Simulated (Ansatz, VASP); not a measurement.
GaSb3 in VASP and in Ansatz

File INCAR:

```
  PREC = Accurate
  ENCUT = 520
  EDIFF = 1E-6
  ISMEAR = 0
  SIGMA = 0.15
  LREAL = F
  LASPH = T
  NELM = 60
  ALGO = Normal
  ISIF = 2
  LWAVE = F
  LCHARG = T
  GGA = PS
  LELF = T
  LVHAR = T
  NBANDS = 22
```

File KPOINTS:

```
regular mesh
0
Gamma
  10 10 10
```

The input POSCAR:

```
GaSb3
1.0
    0.0000000000      3.6139377386      3.6139377386
    3.6139377386      0.0000000000      3.6139377386
    3.6139377386      3.6139377386      0.0000000000
Ga Sb
1 3
Direct
    0.0000000000      0.0000000000      0.0000000000
    0.2500000000      0.2500000000      0.2500000000
    0.7500000000      0.7500000000      0.7500000000
    0.5000000000      0.5000000000      0.5000000000
```

Input for Ansatz:

```yaml
crystal:
  lattice:
    - [0.0, 3.6139377386, 3.6139377386]
    - [3.6139377386, 0.0, 3.6139377386]
    - [3.6139377386, 3.6139377386, 0.0]
  atoms:
    - { symbol: Ga, position: [0.0, 0.0, 0.0] }
    - { symbol: Sb, position: [0.25, 0.25, 0.25] }
    - { symbol: Sb, position: [0.75, 0.75, 0.75] }
    - { symbol: Sb, position: [0.5, 0.5, 0.5] }
basis:
  ecutwfc: 420
kpoints:
  mp_grid: { grid: [10, 10, 10] }
hamiltonian:
  xc: pbesol
  pseudopotentials: { kind: paw, azcp: { folder: soft_1 } }
scf:
  occupations: { method: gaussian, width: 0.15 }
output:
  forces: true
  stress: true
  eigenvalues: true
```

Alike in both runs: task single point; functional PBEsol; k mesh 10 × 10 × 10; occupations gaussian, width 0.15 eV; no spin polarisation.

|  | VASP | Ansatz |
| --- | --- | --- |
| version | VASP 6.6.1 | Ansatz 0.2.0 |
| potentials or method | VASP PAW PBE potentials, release 64 (Ga_d, Sb), cutoff 520 eV | scalar-relativistic, plane waves, PAW |
| valence electrons in the cell | 28 | 58 |

|  | VASP | Ansatz | Ansatz less VASP |
| --- | --- | --- | --- |
| gap on the k mesh at the Fermi level (eV) | none | none | - |
| pressure (GPa) | 1.9 | 1.8 | -0.03 |

VASP's potentials were made for PBE, not for PBEsol, and Ansatz warns of the same on its side. A gap of «none» marks a metal or a gap that the smearing closes. VASP's potentials hold 28 valence electrons a cell and Ansatz's 58, so a difference there can come from the potentials and not from the codes.

Spin-orbit coupling is off throughout.
